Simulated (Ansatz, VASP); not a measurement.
**Rh: VASP beside Ansatz**

INCAR

```
PREC = Accurate
ENCUT = 520
EDIFF = 1E-7
ISMEAR = -1
SIGMA = 0.05
LREAL = F
LASPH = T
NELM = 60
ALGO = Normal
ISIF = 2
LWAVE = F
LCHARG = F
GGA = PE
NBANDS = 14
```

Contents of KPOINTS:

```
regular mesh
0
Gamma
  16 16 16
```

Contents of POSCAR:

```
Rh
1.0
   -1.5479160187      1.5479160187      1.5479160187
    1.5479160187     -1.5479160187      1.5479160187
    1.5479160187      1.5479160187     -1.5479160187
Rh
1
Direct
    0.0000000000      0.0000000000      0.0000000000
```

Input for Ansatz:

```yaml
crystal:
  lattice:
    - [-1.5479160187, 1.5479160187, 1.5479160187]
    - [1.5479160187, -1.5479160187, 1.5479160187]
    - [1.5479160187, 1.5479160187, -1.5479160187]
  atoms:
    - { symbol: Rh, position: [0.0, 0.0, 0.0] }
kpoints:
  mp_grid: { grid: [16, 16, 16] }
scf:
  occupations: { method: fermi_dirac, width: 0.05 }
hamiltonian:
  xc: pbe
  pseudopotentials: { kind: all_electron, lapw: { basis_error: 0.0005 } }
output:
  forces: true
  stress: true
  eigenvalues: true
```

Change from the starting cell: volume scaled by 1.025.

Alike in both runs: task single point; functional PBE; k mesh 16 × 16 × 16; occupations fermi-dirac, width 0.05 eV; no spin polarisation.

|  | VASP | Ansatz |
| --- | --- | --- |
| version | VASP 6.6.1 | Ansatz 0.2.0 |
| potentials or method | VASP PAW PBE potentials, release 64 (Rh_pv), cutoff 520 eV | all-electron LAPW, scalar-relativistic |

VASP gave:

```
pressure (GPa) : -5.4
```

Estimate Ansatz's values.

pressure (GPa): -5.5.

Ansatz ran all-electron here, and VASP with PAW potentials.
